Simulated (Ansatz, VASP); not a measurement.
# Two plane-wave programs on CdSe

The input INCAR:

```
SYSTEM = CdSe
PREC = Accurate
ENCUT = 520
EDIFF = 1E-6
ISMEAR = 0
SIGMA = 0.05
LREAL = .FALSE.
LASPH = .TRUE.
NELM = 80
ALGO = Normal
ISIF = 2
LWAVE = .FALSE.
LCHARG = .FALSE.
GGA = PE
NBANDS = 16
```

Contents of KPOINTS:

```
regular mesh
0
G
  10 10 10
  0 0 0
```

File POSCAR:

```
CdSe
1.0
    0.0000000000      3.1671052302      3.1671052302
    3.1671052302      0.0000000000      3.1671052302
    2.9272497941      2.9272497941      0.2398554361
Cd Se
1 1
Direct
    0.0000000000      0.0000000000      0.0000000000
    0.7500000000      0.7500000000      0.7500000000
```

Input for Ansatz:

```yaml
crystal:
  lattice:
    - [0.0, 3.1671052302, 3.1671052302]
    - [3.1671052302, 0.0, 3.1671052302]
    - [2.9272497941, 2.9272497941, 0.2398554361]
  atoms:
    - { symbol: Cd, position: [0.0, 0.0, 0.0] }
    - { symbol: Se, position: [0.75, 0.75, 0.75] }
basis:
  ecutwfc: 420
kpoints:
  mp_grid: { grid: [10, 10, 10] }
hamiltonian:
  xc: pbe
scf:
  occupations: { method: gaussian, width: 0.05 }
output:
  forces: true
  stress: true
  eigenvalues: true
```

Alike in both runs: task single point; functional PBE; k mesh 10 × 10 × 10; occupations gaussian, width 0.05 eV; no spin polarisation.

```csv
,VASP,Ansatz
version,VASP 6.6.1,Ansatz 0.2.0
potentials or method,"VASP PAW PBE potentials, release 64 (Cd, Se), cutoff 520 eV","scalar-relativistic, plane waves, PAW"
valence electrons in the cell,18,36
```

Ansatz gave:

```
gap on the k mesh at the Fermi level (eV)                     : 0.65
least direct gap on the mesh (eV)                             : 0.68
pressure (GPa)                                                : 4.2
traceless stress, the component that is largest in VASP (GPa) : 4.65
rms of the force components (eV/Å)                            : 0.823
```

Estimate VASP's values.

gap on the k mesh at the Fermi level (eV): 0.65; least direct gap on the mesh (eV): 0.68; pressure (GPa): 4.6; traceless stress, the component that is largest in VASP (GPa): 4.77; rms of the force components (eV/Å): 0.852.

Atom by atom the forces differ by 0.029 eV/Å (rms over components). VASP's potentials hold 18 valence electrons a cell and Ansatz's 36, so a difference there can come from the potentials and not from the codes.
